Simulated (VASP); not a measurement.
# ScZn3 (Fm-3m) in VASP: a series of runs

Runs on ScZn3. Level: LDA. Tasks: single point.

Program: VASP 6.6.1. These are calculated values, not measurements. Logs are shortened: lines on timing, memory, paths and dates and some standing lists are left out, and cuts for length are marked.

## Step 1: The cell of the first run

Symmetry: Fm-3m, No. 225, cubic system. The conventional cell has a = 6.313 Å, b = 6.313 Å, c = 6.313 Å, α = 90.00°, β = 90.00°, γ = 90.00°. Within 3.6 Å of Sc (site symmetry m-3m) lie 14 Zn at 2.73 to 3.16 Å. Zn (site symmetry -43m) has 4 Sc at 2.73 Å and 10 Zn at 2.73 to 3.16 Å within 3.6 Å. Within 3.6 Å of Zn (site symmetry m-3m) lie 8 Zn at 2.73 Å and 6 Sc at 3.16 Å.

## Step 2: Single point, LDA

The input, INCAR:

```
PREC = Accurate
ENCUT = 520
EDIFF = 1E-6
ISMEAR = -1
SIGMA = 0.1
LREAL = F
LASPH = T
NELM = 60
ALGO = Normal
ISIF = 2
LWAVE = F
LCHARG = T
LELF = T
LVHAR = T
NBANDS = 32
```

The input, KPOINTS:

```
regular mesh
0
Gamma
  6 6 6
```

The input, POSCAR:

```
ScZn3
1.0
    0.0000000000      3.1563900000      3.1563900000
    3.1563900000      0.0000000000      3.1563900000
    3.1563900000      3.1563900000      0.0000000000
Sc Zn
1 3
Direct
    0.0000000000      0.0000000000      0.0000000000
    0.2500000000      0.2500000000      0.2500000000
    0.7500000000      0.7500000000      0.7500000000
    0.5000000000      0.5000000000      0.5000000000
```

Potentials or basis: VASP PAW LDA potentials, release 64 (Sc_sv, Zn).

Started as:

```sh
> cat potpaw_LDA.64/Sc_sv/POTCAR potpaw_LDA.64/Zn/POTCAR > POTCAR
> mpirun -np 1 vasp_std > vasp.out
```

OUTCAR:

```text
PREC = Accurate
   ENCUT = 520
   EDIFF = 1E-6
   ISMEAR = -1
   LREAL = F
   LASPH = T
   NELM = 60
   ISIF = 2

 ion  position               nearest neighbor table
   1  0.000  0.000  0.000-   3 2.73   3 2.73   3 2.73   2 2.73   3 2.73   2 2.73   2 2.73   2 2.73
                             4 3.16   4 3.16   4 3.16   4 3.16   4 3.16   4 3.16
   2  0.250  0.250  0.250-   1 2.73   1 2.73   1 2.73   1 2.73   4 2.73   4 2.73   4 2.73   4 2.73

   3  0.750  0.750  0.750-   4 2.73   4 2.73   4 2.73   1 2.73   4 2.73   1 2.73   1 2.73   1 2.73

   4  0.500  0.500  0.500-   2 2.73   2 2.73   2 2.73   2 2.73   3 2.73   3 2.73   3 2.73   3 2.73
                             1 3.16   1 3.16   1 3.16   1 3.16   1 3.16   1 3.16

  LATTYP: Found a face centered cubic cell.
 ALAT       =     6.3127800000

  Lattice vectors:

 A1 = (   0.0000000000,   3.1563900000,   3.1563900000)
 A2 = (   3.1563900000,   0.0000000000,   3.1563900000)
 A3 = (   3.1563900000,   3.1563900000,   0.0000000000)

Analysis of symmetry for initial positions (statically):
=====================================================================
 Subroutine PRICEL returns:
 Original cell was already a primitive cell.

 Routine SETGRP: Setting up the symmetry group for a
 face centered cubic supercell.

 Subroutine GETGRP returns: Found 48 space group operations
[... 9 lines left out ...]

 Routine SETGRP: Setting up the symmetry group for a
 face centered cubic supercell.

 Subroutine GETGRP returns: Found 48 space group operations
[... 11 lines left out ...]
                                     Primitive cell

  volume of cell :      62.8930

  direct lattice vectors                    reciprocal lattice vectors
     0.000000000  3.156390000  3.156390000    -0.158408815  0.158408815  0.158408815
     3.156390000  0.000000000  3.156390000     0.158408815 -0.158408815  0.158408815
     3.156390000  3.156390000  0.000000000     0.158408815  0.158408815 -0.158408815

  length of vectors
     4.463809546  4.463809546  4.463809546     0.274372116  0.274372116  0.274372116

  position of ions in fractional coordinates (direct lattice)
     0.000000000  0.000000000  0.000000000
     0.250000000  0.250000000  0.250000000
     0.750000000  0.750000000  0.750000000
     0.500000000  0.500000000  0.500000000

  ion indices of the primitive-cell ions
   primitive index   ion index
                 1           1
                 2           2
                 3           3
                 4           4

----------------------------------------------------------------------------------------

 KPOINTS: regular mesh

Automatic generation of k-mesh.
 Grid dimensions read from file:
 generate k-points for:    6    6    6

 Generating k-lattice:

  Cartesian coordinates                     Fractional coordinates (reciprocal lattice)
    -0.026401469  0.026401469  0.026401469     0.166666667  0.000000000  0.000000000
     0.026401469 -0.026401469  0.026401469     0.000000000  0.166666667  0.000000000
     0.026401469  0.026401469 -0.026401469     0.000000000  0.000000000  0.166666667

  Length of vectors
     0.045728686  0.045728686  0.045728686

  Shift w.r.t. Gamma in fractional coordinates (k-lattice)
     0.000000000  0.000000000  0.000000000

 Subroutine IBZKPT returns following result:
 ===========================================

 Found     16 irreducible k-points:

 Following reciprocal coordinates:
            Coordinates               Weight
  0.000000  0.000000  0.000000      1.000000
  0.166667  0.000000  0.000000      8.000000
  0.333333  0.000000  0.000000      8.000000
  0.500000  0.000000  0.000000      4.000000
  0.166667  0.166667  0.000000      6.000000
  0.333333  0.166667  0.000000     24.000000
[... 8 lines left out ...]
 -0.333333  0.333333  0.166667     24.000000
 -0.333333  0.500000  0.166667     12.000000
   k-points           NKPTS =     16   k-points in BZ     NKDIM =     16   number of bands    NBANDS=     32
   number of dos      NEDOS =    301   number of ions     NIONS =      4
   total plane-waves  NPLWV =  46656
   dimension x,y,z NGX =    36 NGY =   36 NGZ =   36
   dimension x,y,z NGXF=    72 NGYF=   72 NGZF=   72
   ions per type =               1   3
   NGX,Y,Z   is equivalent  to a cutoff of  13.41, 13.41, 13.41 a.u.
   NGXF,Y,Z  is equivalent  to a cutoff of  26.82, 26.82, 26.82 a.u.
 SYSTEM =  unknown system
   PREC   = accura    normal or accurate (medium, high low for compatibility)
   ISTART =      0    job   : 0-new  1-cont  2-samecut
   ICHARG =      2    charge: 1-file 2-atom 10-const
   ISPIN  =      1    spin polarized calculation?
   LNONCOLLINEAR =      F non collinear calculations
   LSORBIT =      F    spin-orbit coupling
   LASPH  =      T    aspherical Exc in radial PAW
   ENCUT  =  520.0 eV  38.22 Ry    6.18 a.u.   8.30  8.30  8.30*2*pi/ulx,y,z
   NELM   =     60;   NELMIN=  2; NELMDL= -5     # of ELM steps
   EDIFF  = 0.1E-05   stopping-criterion for ELM
   LREAL  =      F    real-space projection
   EDIFFG = 0.1E-04   stopping-criterion for IOM
   NSW    =      0    number of steps for IOM
   IBRION =     -1    ionic relax: 0-MD 1-quasi-New 2-CG
   NFREE  =      0    steps in history (QN), initial steepest desc. (CG)
   ISIF   =      2    stress and relaxation
   ISYM   =      2    0-nonsym 1-usesym 2-fastsym
   POTIM  = 0.5000    time-step for ionic-motion
   TEBEG  =    0.0;   TEEND  =   0.0 temperature during run
   PSTRESS=    0.0 pullay stress
   NELECT =      47.0000    total number of electrons
   NUPDOWN=      -1.0000    fix difference up-down
   EMIN   =  10.00;   EMAX   =-10.00  energy-range for DOS
   EFERMI =   0.00;   METHOD = LEGACY
   ISMEAR =    -1;   SIGMA  =   0.10  broadening in eV -4-tet -1-fermi 0-gaus
   EFERMI_NEDOS =   21; number of points for ismear=-14 and -15
   IALGO  =     38    algorithm
   IMIX   =      4    mixing-type and parameters
     AMIX     =   0.40;   BMIX     =  1.00
     AMIX_MAG =   1.60;   BMIX_MAG =  1.00
  volume/ion in A,a.u.               =      15.72       106.11
  Fermi-wavevector in a.u.,A,eV,Ry     =   1.485617  2.807409 30.028836  2.207057
  Thomas-Fermi vector in A             =   2.599006
   LORBIT       =      0    0 simple, 1 ext, 2 COOP (PROOUT), +10 PAW based schemes
   GGA     = CA    functional components
   LHFCALC =     F    Hartree Fock is set to
   AEXX    =    0.0000 exact exchange contribution
   IVDW    =     0    specifies the selected vdW correction
   LEPSILON=     F    determine dielectric tensor
   LRPA    =     F    only Hartree local field effects (RPA)
 non-spin polarized calculation
  energy-cutoff  :      520.00
  volume of cell :       62.89
 maximum number of plane-waves:      1711
 NGX is ok and might be reduce to    36
   NGX = 17   NGY = 17   NGZ = 17

 number of electron      46.9999958 magnetization

 Free energy of the ion-electron system (eV)
  ---------------------------------------------------
  ext. energy  EPLUGINS =         0.00000000
  ---------------------------------------------------
  free energy    TOTEN  =       -13.63150886 eV

  energy without entropy =      -13.58020732  energy(sigma->0) =      -13.60585809

 E-fermi :   3.7259     XC(G=0): -11.8532

 val. band max:        3.7160084123   @ k =  -0.1667   0.1667   0.0000
 cond. band min:       3.8682444435   @ k =   0.5000   0.1667   0.0000
 fundamental gap:      0.1522360311
 Fermi energy:         3.7258637587

 k-point     1 :       0.0000    0.0000    0.0000
  band No.  band energies     occupation
      1     -45.1735      2.00000
      2     -24.2011      2.00000
      3     -24.2011      2.00000
      4     -24.2011      2.00000
      5      -5.7010      2.00000
      6      -4.3496      2.00000
[... 24 lines left out ...]
     31      10.0538      0.00000
     32      10.0538      0.00000

 k-point     2 :       0.1667    0.0000    0.0000
  band No.  band energies     occupation
      1     -45.1733      2.00000
      2     -24.2066      2.00000
      3     -24.2019      2.00000
      4     -24.2019      2.00000
      5      -5.3681      2.00000
      6      -4.2917      2.00000
[... 24 lines left out ...]
     31       8.9205      0.00000
     32       8.9205      0.00000

 k-point     3 :       0.3333    0.0000    0.0000
  band No.  band energies     occupation
      1     -45.1727      2.00000
      2     -24.2174      2.00000
      3     -24.2033      2.00000
      4     -24.2033      2.00000
      5      -4.5339      2.00000
      6      -4.1717      2.00000
[... 24 lines left out ...]
     31       8.7448      0.00000
     32       8.9678      0.00000

 k-point     4 :       0.5000    0.0000    0.0000
  band No.  band energies     occupation
      1     -45.1724      2.00000
      2     -24.2228      2.00000
      3     -24.2040      2.00000
      4     -24.2040      2.00000
      5      -4.1819      2.00000
      6      -4.1125      2.00000
[... 24 lines left out ...]
     31       9.0698      0.00000
     32      10.1179      0.00000

 k-point     5 :       0.1667    0.1667    0.0000
  band No.  band energies     occupation
      1     -45.1732      2.00000
      2     -24.2067      2.00000
      3     -24.2029      2.00000
      4     -24.2029      2.00000
      5      -5.2585      2.00000
      6      -4.2882      2.00000
[... 304 lines left out ...]
     31      13.7489      0.00000
     32      13.7490      0.00000

 k-point    14 :       0.5000    0.3333    0.1667
  band No.  band energies     occupation
      1     -45.1723      2.00000
      2     -24.2174      2.00000
      3     -24.2094      2.00000
      4     -24.2056      2.00000
      5      -4.3039      2.00000
      6      -4.2329      2.00000
[... 24 lines left out ...]
     31       9.7403      0.00000
     32      11.0621      0.00000

 k-point    15 :      -0.3333    0.3333    0.1667
  band No.  band energies     occupation
      1     -45.1721      2.00000
      2     -24.2177      2.00000
      3     -24.2124      2.00000
      4     -24.2067      2.00000
      5      -4.2435      2.00000
      6      -4.2311      2.00000
[... 24 lines left out ...]
     31      10.5871      0.00000
     32      11.2654      0.00000

 k-point    16 :      -0.3333    0.5000    0.1667
  band No.  band energies     occupation
      1     -45.1721      2.00000
      2     -24.2187      2.00000
      3     -24.2116      2.00000
      4     -24.2083      2.00000
      5      -4.3188      2.00000
      6      -4.2986      2.00000
[... 24 lines left out ...]
     31      10.5614      0.00000
     32      11.8029      0.00000

------------------------ aborting loop because EDIFF is reached ----------------------------------------

  FORCE on cell =-STRESS in cart. coord.  units (eV):
  Direction    XX          YY          ZZ          XY          YZ          ZX
  --------------------------------------------------------------------------------------
  -------------------------------------------------------------------------------------
  Total       -2.2449980     -2.2449980     -2.2449980      0.0000000      0.0000000      0.0000000
  in kB      -57.1905881    -57.1905881    -57.1905881      0.0000000      0.0000000      0.0000000
  external PRESSURE =     -57.1905881 kB  Pullay stress =       0.0000000 kB

 VOLUME and BASIS-vectors are now :
 -----------------------------------------------------------------------------
  energy-cutoff  :      520.00
  volume of cell :       62.89
      direct lattice vectors                 reciprocal lattice vectors
     0.000000000  3.156390000  3.156390000    -0.158408815  0.158408815  0.158408815
     3.156390000  0.000000000  3.156390000     0.158408815 -0.158408815  0.158408815
     3.156390000  3.156390000  0.000000000     0.158408815  0.158408815 -0.158408815

 POSITION                                       TOTAL-FORCE (eV/Angst)
 -----------------------------------------------------------------------------------
      0.00000      0.00000      0.00000         0.000000      0.000000      0.000000
      1.57820      1.57820      1.57820         0.000000      0.000000      0.000000
      4.73459      4.73459      4.73459        -0.000000     -0.000000     -0.000000
      3.15639      3.15639      3.15639         0.000000      0.000000      0.000000
 -----------------------------------------------------------------------------------
    total drift:                                0.000000      0.000000      0.000000

  FREE ENERGIE OF THE ION-ELECTRON SYSTEM (eV)
  ---------------------------------------------------
  free  energy   TOTEN  =       -13.6315088603 eV

  energy  without entropy=      -13.5802073186  energy(sigma->0) =      -13.60585809
```

Run time: 15 s. Hardware: 1 thread of Intel Xeon 6975P-C (Granite Rapids), shared host; peak memory 0.17 GiB.

What came out:

| Quantity | Value |
| --- | --- |
| Free energy | -13.6315 eV |
| Pressure | -5.7 GPa |

Levels at points of the mesh, in eV from the Fermi level:
| k point | band 21 | band 22 | band 23 | band 24 | band 25 | band 26 | band 27 | band 28 |
| --- | --- | --- | --- | --- | --- | --- | --- | --- |
| (0.00, 0.00, 0.00) | -0.80 | -0.80 | -0.80 | 1.45 | 1.55 | 1.55 | 2.98 | 2.98 |
| (0.50, 0.00, 0.00) | -6.04 | -1.14 | -1.14 | 1.14 | 1.16 | 1.60 | 1.60 | 2.64 |
| (0.50, 0.50, 0.00) | -5.22 | -2.81 | -1.67 | -1.67 | 1.34 | 1.60 | 1.60 | 1.80 |

[end of part 1 of 2]
